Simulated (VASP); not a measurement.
# GaO (P6_3/mmc) in VASP: a series of runs

Runs on GaO. Level: PBE. Tasks: single point.

Program: VASP 6.6.1. These are calculated values, not measurements. Logs are shortened: lines on timing, memory, paths and dates and some standing lists are left out, and cuts for length are marked.

## (1) The cell of the first run

Symmetry: P6_3/mmc, No. 194, hexagonal system. Conventional cell: a = 3.091 Å, b = 3.091 Å, c = 12.316 Å, α = 90.00°, β = 90.00°, γ = 120.00°. Ga (site symmetry 3m) has 3 O at 1.92 Å and 1 Ga at 2.47 Å within 2.5 Å. Within 2.5 Å of O (site symmetry 3m) lie 3 Ga at 1.92 Å.

## (2) Single point, PBE

Input file INCAR:

```
SYSTEM = GaO
PREC = Accurate ; ENCUT = 520
EDIFF = 1E-7 ; ISMEAR = 0
SIGMA = 0.01 ; LREAL = .FALSE.
LASPH = .TRUE. ; NELM = 100
ALGO = Normal ; ISIF = 2
LWAVE = .FALSE. ; LCHARG = .FALSE.
GGA = PE ; NBANDS = 48
```

Input file KPOINTS:

```
Automatic mesh
0
G
  12 12 2
  0 0 0
```

Input file POSCAR:

```
GaO
1.0
    3.0910180582      0.0000000000      0.0000000000
   -1.5455090291      2.6769001620      0.0000000000
    0.0000000000      0.0000000000     12.3158234528
Ga O
4 4
Direct
    0.3333333333      0.6666666667      0.1497274097
    0.6666666667      0.3333333333      0.6497274097
    0.3333333333      0.6666666667      0.3502725903
    0.6666666667      0.3333333333      0.8502725903
    0.3333333333      0.6666666667      0.5921073223
    0.6666666667      0.3333333333      0.0921073223
    0.3333333333      0.6666666667      0.9078926777
    0.6666666667      0.3333333333      0.4078926777
```

Potentials or basis: VASP PAW PBE potentials, release 64 (Ga_d, O).

The run is started by

```
cat potpaw_PBE.64/Ga_d/POTCAR potpaw_PBE.64/O/POTCAR > POTCAR
mpirun -np 1 vasp_std > vasp.out
```

OUTCAR:

```text
SYSTEM = GaO
   PREC = Accurate
   ENCUT = 520
   EDIFF = 1E-7
   ISMEAR = 0
   LREAL = .FALSE.
   LASPH = .TRUE.
   NELM = 100
   ISIF = 2
   GGA = PE

 ion  position               nearest neighbor table
   1  0.333  0.667  0.150-   6 1.92   6 1.92   6 1.92   3 2.47
   2  0.667  0.333  0.650-   5 1.92   5 1.92   5 1.92   4 2.47
   3  0.333  0.667  0.350-   8 1.92   8 1.92   8 1.92   1 2.47
   4  0.667  0.333  0.850-   7 1.92   7 1.92   7 1.92   2 2.47
   5  0.333  0.667  0.592-   2 1.92   2 1.92   2 1.92
   6  0.667  0.333  0.092-   1 1.92   1 1.92   1 1.92
   7  0.333  0.667  0.908-   4 1.92   4 1.92   4 1.92
   8  0.667  0.333  0.408-   3 1.92   3 1.92   3 1.92

  LATTYP: Found a hexagonal cell.
 ALAT       =     3.0910180582
 C/A-ratio  =     3.9843906509

  Lattice vectors:

 A1 = (   3.0910180582,   0.0000000000,   0.0000000000)
 A2 = (  -1.5455090291,   2.6769001620,   0.0000000000)
 A3 = (   0.0000000000,   0.0000000000,  12.3158234528)

Analysis of symmetry for initial positions (statically):
=====================================================================
 Subroutine PRICEL returns:
 Original cell was already a primitive cell.

 Routine SETGRP: Setting up the symmetry group for a
 hexagonal supercell.

 Subroutine GETGRP returns: Found 24 space group operations
 (whereof 12 operations were pure point group operations)
 out of a pool of 24 trial point group operations.

The static configuration has the point symmetry D_3d.
 The point group associated with its full space group is D_6h.

Analysis of symmetry for dynamics (positions and initial velocities):
=====================================================================
 Subroutine PRICEL returns:
 Original cell was already a primitive cell.

 Routine SETGRP: Setting up the symmetry group for a
 hexagonal supercell.

 Subroutine GETGRP returns: Found 24 space group operations
 (whereof 12 operations were pure point group operations)
 out of a pool of 24 trial point group operations.

The dynamic configuration has the point symmetry D_3d.
 The point group associated with its full space group is D_6h.

 Subroutine INISYM returns: Found 24 space group operations
 (whereof 12 operations are pure point group operations),
 and found     1 'primitive' translations

----------------------------------------------------------------------------------------

                                     Primitive cell

  volume of cell :     101.9054

  direct lattice vectors                    reciprocal lattice vectors
     3.091018058  0.000000000  0.000000000     0.323518006  0.186783208  0.000000000
    -1.545509029  2.676900162  0.000000000     0.000000000  0.373566416  0.000000000
     0.000000000  0.000000000 12.315823453     0.000000000  0.000000000  0.081196357

  length of vectors
     3.091018058  3.091018058 12.315823453     0.373566416  0.373566416  0.081196357

  position of ions in fractional coordinates (direct lattice)
     0.333333333  0.666666667  0.149727410
     0.666666667  0.333333333  0.649727410
     0.333333333  0.666666667  0.350272590
     0.666666667  0.333333333  0.850272590
     0.333333333  0.666666667  0.592107322
     0.666666667  0.333333333  0.092107322
     0.333333333  0.666666667  0.907892678
     0.666666667  0.333333333  0.407892678

  ion indices of the primitive-cell ions
   primitive index   ion index
                 1           1
                 2           2
                 3           3
                 4           4
                 5           5
                 6           6
                 7           7
                 8           8

----------------------------------------------------------------------------------------

 KPOINTS: Automatic mesh

Automatic generation of k-mesh.
 Grid dimensions read from file:
 generate k-points for:   12   12    2

 Generating k-lattice:

  Cartesian coordinates                     Fractional coordinates (reciprocal lattice)
     0.026959834  0.015565267  0.000000000     0.083333333  0.000000000  0.000000000
     0.000000000  0.031130535  0.000000000     0.000000000  0.083333333  0.000000000
     0.000000000  0.000000000  0.040598179     0.000000000  0.000000000  0.500000000

  Length of vectors
     0.031130535  0.031130535  0.040598179

  Shift w.r.t. Gamma in fractional coordinates (k-lattice)
     0.000000000  0.000000000  0.000000000

 Subroutine IBZKPT returns following result:
 ===========================================

 Found     38 irreducible k-points:

 Following reciprocal coordinates:
            Coordinates               Weight
  0.000000  0.000000  0.000000      1.000000
  0.083333  0.000000  0.000000      6.000000
  0.166667  0.000000  0.000000      6.000000
  0.250000  0.000000  0.000000      6.000000
  0.333333  0.000000  0.000000      6.000000
  0.416667  0.000000  0.000000      6.000000
[... 16 lines left out ...]
  0.250000  0.000000  0.500000      6.000000
  0.333333  0.000000  0.500000      6.000000
 [... further k-points ...]
   k-points           NKPTS =     38   k-points in BZ     NKDIM =     38   number of bands    NBANDS=     48
   number of dos      NEDOS =    301   number of ions     NIONS =      8
   total plane-waves  NPLWV =  55296
   dimension x,y,z NGX =    24 NGY =   24 NGZ =   96
   dimension x,y,z NGXF=    48 NGYF=   48 NGZF=  192
   ions per type =               4   4
   NGX,Y,Z   is equivalent  to a cutoff of  12.91, 12.91, 12.96 a.u.
   NGXF,Y,Z  is equivalent  to a cutoff of  25.82, 25.82, 25.92 a.u.
 SYSTEM =  GaO
   PREC   = accura    normal or accurate (medium, high low for compatibility)
   ISTART =      0    job   : 0-new  1-cont  2-samecut
   ICHARG =      2    charge: 1-file 2-atom 10-const
   ISPIN  =      1    spin polarized calculation?
   LNONCOLLINEAR =      F non collinear calculations
   LSORBIT =      F    spin-orbit coupling
   LASPH  =      T    aspherical Exc in radial PAW
   ENCUT  =  520.0 eV  38.22 Ry    6.18 a.u.   5.75  5.75 22.90*2*pi/ulx,y,z
   NELM   =    100;   NELMIN=  2; NELMDL= -5     # of ELM steps
   EDIFF  = 0.1E-06   stopping-criterion for ELM
   LREAL  =      F    real-space projection
   EDIFFG = 0.1E-05   stopping-criterion for IOM
   NSW    =      0    number of steps for IOM
   IBRION =     -1    ionic relax: 0-MD 1-quasi-New 2-CG
   NFREE  =      0    steps in history (QN), initial steepest desc. (CG)
   ISIF   =      2    stress and relaxation
   ISYM   =      2    0-nonsym 1-usesym 2-fastsym
   POTIM  = 0.5000    time-step for ionic-motion
   TEBEG  =    0.0;   TEEND  =   0.0 temperature during run
   PSTRESS=    0.0 pullay stress
   NELECT =      76.0000    total number of electrons
   NUPDOWN=      -1.0000    fix difference up-down
   EMIN   =  10.00;   EMAX   =-10.00  energy-range for DOS
   EFERMI =   0.00;   METHOD = LEGACY
   ISMEAR =     0;   SIGMA  =   0.01  broadening in eV -4-tet -1-fermi 0-gaus
   EFERMI_NEDOS =   21; number of points for ismear=-14 and -15
   IALGO  =     38    algorithm
   IMIX   =      4    mixing-type and parameters
     AMIX     =   0.40;   BMIX     =  1.00
     AMIX_MAG =   1.60;   BMIX_MAG =  1.00
  volume/ion in A,a.u.               =      12.74        85.96
  Fermi-wavevector in a.u.,A,eV,Ry     =   1.484614  2.805514 29.988324  2.204080
  Thomas-Fermi vector in A             =   2.598129
   LORBIT       =      0    0 simple, 1 ext, 2 COOP (PROOUT), +10 PAW based schemes
   GGA     = PE    functional components
   LHFCALC =     F    Hartree Fock is set to
   AEXX    =    0.0000 exact exchange contribution
   IVDW    =     0    specifies the selected vdW correction
   LEPSILON=     F    determine dielectric tensor
   LRPA    =     F    only Hartree local field effects (RPA)
 non-spin polarized calculation
 Gauss-broadening in eV      SIGMA  =   0.01
  energy-cutoff  :      520.00
  volume of cell :      101.91
 maximum number of plane-waves:      2764
 NGX is ok and might be reduce to    24
   NGX = 11   NGY = 11   NGZ = 45

 number of electron      75.9999988 magnetization

 Free energy of the ion-electron system (eV)
  ---------------------------------------------------
  ext. energy  EPLUGINS =         0.00000000
  ---------------------------------------------------
  free energy    TOTEN  =       -42.80273041 eV

  energy without entropy =      -42.80273041  energy(sigma->0) =      -42.80273041

 E-fermi :   4.2778     XC(G=0): -10.9883

 val. band max:        4.1858326951   @ k =   0.0000   0.0000   0.0000
 cond. band min:       5.0721253544   @ k =   0.0000   0.0000   0.0000
 fundamental gap:      0.8862926594
 Fermi energy:         4.2777522464

 k-point     1 :       0.0000    0.0000    0.0000
  band No.  band energies     occupation
      1     -15.1887      2.00000
      2     -15.1165      2.00000
      3     -14.8031      2.00000
      4     -14.7237      2.00000
      5      -9.8454      2.00000
      6      -9.8454      2.00000
[... 40 lines left out ...]
     47      14.3693      0.00000
     48      14.3693      0.00000

 k-point     2 :       0.0833    0.0000    0.0000
  band No.  band energies     occupation
      1     -15.1434      2.00000
      2     -15.0742      2.00000
      3     -14.7676      2.00000
      4     -14.6918      2.00000
      5      -9.8425      2.00000
      6      -9.8414      2.00000
[... 40 lines left out ...]
     47      14.0979      0.00000
     48      14.3156      0.00000

 k-point     3 :       0.1667    0.0000    0.0000
  band No.  band energies     occupation
      1     -15.0180      2.00000
      2     -14.9573      2.00000
      3     -14.6717      2.00000
      4     -14.6062      2.00000
      5      -9.8307      2.00000
      6      -9.8268      2.00000
[... 1060 lines left out ...]
     47      13.8664      0.00000
     48      13.8664      0.00000

 k-point    24 :       0.3333    0.0000    0.5000
  band No.  band energies     occupation
      1     -14.6428      2.00000
      2     -14.6428      2.00000
      3     -14.4105      2.00000
      4     -14.4105      2.00000
      5      -9.7817      2.00000
      6      -9.7817      2.00000
[... 40 lines left out ...]
     47      13.6551      0.00000
     48      13.6551      0.00000

 [... further k-points ...]

------------------------ aborting loop because EDIFF is reached ----------------------------------------

  FORCE on cell =-STRESS in cart. coord.  units (eV):
  Direction    XX          YY          ZZ          XY          YZ          ZX
  --------------------------------------------------------------------------------------
  -------------------------------------------------------------------------------------
  Total        3.6266725      3.6266725      3.2312344      0.0000000      0.0000000      0.0000000
  in kB       57.0192832     57.0192832     50.8021247      0.0000000      0.0000000      0.0000000
  external PRESSURE =      54.9468971 kB  Pullay stress =       0.0000000 kB

 VOLUME and BASIS-vectors are now :
 -----------------------------------------------------------------------------
  energy-cutoff  :      520.00
  volume of cell :      101.91
      direct lattice vectors                 reciprocal lattice vectors
     3.091018058  0.000000000  0.000000000     0.323518006  0.186783208  0.000000000
    -1.545509029  2.676900162  0.000000000     0.000000000  0.373566416  0.000000000
     0.000000000  0.000000000 12.315823453     0.000000000  0.000000000  0.081196357

 POSITION                                       TOTAL-FORCE (eV/Angst)
 -----------------------------------------------------------------------------------
     -0.00000      1.78460      1.84402         0.000000      0.000000      0.043136
      1.54551      0.89230      8.00193         0.000000      0.000000      0.043136
     -0.00000      1.78460      4.31390        -0.000000     -0.000000     -0.043136
      1.54551      0.89230     10.47181         0.000000      0.000000     -0.043136
     -0.00000      1.78460      7.29229         0.000000     -0.000000     -0.046048
      1.54551      0.89230      1.13438        -0.000000      0.000000     -0.046048
     -0.00000      1.78460     11.18145         0.000000     -0.000000      0.046048
      1.54551      0.89230      5.02353        -0.000000      0.000000      0.046048
 -----------------------------------------------------------------------------------
    total drift:                                0.000000     -0.000000      0.000000

  FREE ENERGIE OF THE ION-ELECTRON SYSTEM (eV)
  ---------------------------------------------------
  free  energy   TOTEN  =       -42.8027304100 eV

  energy  without entropy=      -42.8027304100  energy(sigma->0) =      -42.80273041
```

Run time: 1.9 min. Hardware: 1 thread of Intel Xeon 6975P-C (Granite Rapids), shared host; peak memory 0.28 GiB.

What came out:

* Free energy: -42.8027 eV
* Pressure: 5.5 GPa
* Largest force: 0.046 eV/Å
* Band gap on the k mesh: 0.89 eV

Forces in eV/Å, atoms in the order of the input:
```
Ga   0.000  0.000  0.043
Ga   0.000  0.000  0.043
Ga   0.000  0.000 -0.043
Ga   0.000  0.000 -0.043
O    0.000  0.000 -0.046
O    0.000  0.000 -0.046
O    0.000  0.000  0.046
O    0.000  0.000  0.046
```

Caveat: the cell stands under pressure. A k mesh can miss the band edges.

## (3) Single point, PBE (14.23 Å³/atom)

This run uses another cell than the first one, of 14.23 Å³/atom.

Input file INCAR:

```
PREC = Accurate
ENCUT = 520
EDIFF = 1E-7
ISMEAR = 0
SIGMA = 0.01
LREAL = F
LASPH = T
NELM = 80
ALGO = Normal
ISIF = 2
LWAVE = F
LCHARG = F
GGA = PE
NBANDS = 48
```

Input file KPOINTS:

```
regular mesh
0
Gamma
  12 12 2
```

Input file POSCAR:

```
GaO
1.0
    3.1045168386      0.0000000000      0.0000000000
   -1.5522584193      2.6885904487      0.0000000000
    0.0000000000      0.0000000000     13.6375927177
Ga O
4 4
Direct
    0.3333333333      0.6666666667      0.1582004594
    0.6666666667      0.3333333333      0.6582004594
    0.3333333333      0.6666666667      0.3417995406
    0.6666666667      0.3333333333      0.8417995406
    0.3333333333      0.6666666667      0.6049378274
    0.6666666667      0.3333333333      0.1049378274
    0.3333333333      0.6666666667      0.8950621726
    0.6666666667      0.3333333333      0.3950621726
```

Potentials or basis: VASP PAW PBE potentials, release 64 (Ga_d, O).

The run is started by

```
cat potpaw_PBE.64/Ga_d/POTCAR potpaw_PBE.64/O/POTCAR > POTCAR
mpirun -np 1 vasp_std > vasp.out
```

It took 2.1 min on 1 thread of Intel Xeon 6975P-C (Granite Rapids), shared host; peak memory 0.31 GiB.

The run converged. Its results:

- Free energy: -42.9553 eV
- Pressure: 0.7 GPa
- Largest force: 0.047 eV/Å
- Band gap on the k mesh: 1.14 eV (least direct gap 1.26 eV)

Forces on the atoms (eV/Å):
```
Ga   0.000  0.000  0.043
Ga   0.000  0.000  0.043
Ga   0.000  0.000 -0.043
Ga   0.000  0.000 -0.043
O    0.000  0.000 -0.047
O    0.000  0.000 -0.047
O    0.000  0.000  0.047
O    0.000  0.000  0.047
```

Stress tensor (GPa, compression positive):
```
0.85 0.00 0.00
0.00 0.85 0.00
0.00 0.00 0.32
```

Levels at points of the mesh, in eV from the valence-band top:
| k point | band 36 | band 37 | band 38 | band 39 | band 40 | band 41 |
| --- | --- | --- | --- | --- | --- | --- |
| (0.00, 0.00, 0.00) | -2.03 | -1.16 | -0.12 | 1.14 | 2.03 | 4.40 |
| (0.50, 0.00, 0.00) | -2.22 | -0.47 | -0.22 | 2.66 | 2.98 | 5.30 |
| (0.00, 0.00, 0.50) | -2.04 | -0.68 | -0.68 | 1.64 | 1.64 | 4.57 |
| (0.50, 0.00, 0.50) | -2.31 | -0.34 | -0.34 | 2.81 | 2.81 | 5.35 |

## (4) Single point, PBE (14.81 Å³/atom)

This run uses another cell than the first one, of 14.81 Å³/atom.

Input file INCAR:

```
ALGO = Normal
EDIFF = 1E-6
ENCUT = 520
GGA = PE
ISIF = 2
ISMEAR = 0
LASPH = True
LCHARG = False
LREAL = False
LWAVE = False
NBANDS = 48
NELM = 60
PREC = Accurate
SIGMA = 0.01
```

Input file KPOINTS:

```
k-points
0
Gamma
  12 12 2
```

Input file POSCAR:

```
GaO
1.0
    3.1041790588      0.0000000000      0.0000000000
   -1.5520895294      2.6882979229      0.0000000000
    0.0000000000      0.0000000000     14.1973183999
Ga O
4 4
Direct
    0.3333333333      0.6666666667      0.1617417553
    0.6666666667      0.3333333333      0.6617417553
    0.3333333333      0.6666666667      0.3382582447
    0.6666666667      0.3333333333      0.8382582447
    0.3333333333      0.6666666667      0.6103931059
    0.6666666667      0.3333333333      0.1103931059
    0.3333333333      0.6666666667      0.8896068941
    0.6666666667      0.3333333333      0.3896068941
```

The run is started by

```
cat potpaw_PBE.64/Ga_d/POTCAR potpaw_PBE.64/O/POTCAR > POTCAR
mpirun -np 1 vasp_std > vasp.out
```

Wall time 2 min (1 thread of Intel Xeon 6975P-C (Granite Rapids), shared host); peak memory 0.31 GiB.

It converged, with:

* Free energy: -42.9568 eV
* Pressure: 0.3 GPa
* Largest force: 0.048 eV/Å
* Band gap on the k mesh: 1.24 eV (least direct gap 1.45 eV)

Forces in eV/Å, atoms in the order of the input:
```
Ga   0.000  0.000  0.044
Ga   0.000  0.000  0.044
Ga   0.000  0.000 -0.044
Ga   0.000  0.000 -0.044
O    0.000  0.000 -0.048
O    0.000  0.000 -0.048
O    0.000  0.000  0.048
O    0.000  0.000  0.048
```

Stress tensor (GPa, compression positive):
```
0.51 0.00 0.00
0.00 0.51 0.00
0.00 0.00 0.01
```

Levels at points of the mesh, in eV from the valence-band top:
```csv
k point,band 36,band 37,band 38,band 39,band 40,band 41
"(0.00, 0.00, 0.00)",-1.98,-1.00,-0.22,1.24,1.93,4.39
"(0.50, 0.00, 0.00)",-2.19,-0.38,-0.22,2.74,2.97,5.34
"(0.00, 0.00, 0.50)",-1.99,-0.63,-0.63,1.62,1.62,4.57
"(0.50, 0.00, 0.50)",-2.25,-0.30,-0.30,2.85,2.85,5.38
```

A k mesh can miss the band edges.

## (5) Summary

| cell | gap on the mesh (eV) | pressure (GPa) | largest force (eV/Å) |
| --- | --- | --- | --- |
| a = 3.091, b = 3.091, c = 12.316 Å, angles 90.0, 90.0, 120.0°, 8 atoms, atomic positions A | 0.89 | 5.5 | 0.05 |
| a = 3.105, b = 3.105, c = 13.638 Å, angles 90.0, 90.0, 120.0°, 8 atoms, atomic positions B | 1.14 | 0.7 | 0.05 |
| a = 3.104, b = 3.104, c = 14.197 Å, angles 90.0, 90.0, 120.0°, 8 atoms, atomic positions C | 1.24 | 0.3 | 0.05 |

Alike in all rows: task single point; level PBE; potentials or basis VASP PAW PBE potentials, release 64 (Ga_d, O); no spin polarisation; k mesh 12 × 12 × 2; cutoff (eV) 520; smearing gaussian 0.01 eV.

Caveats: the cell stands under pressure (at least some runs).

Absolute energies hang on the potentials; compare differences alone.
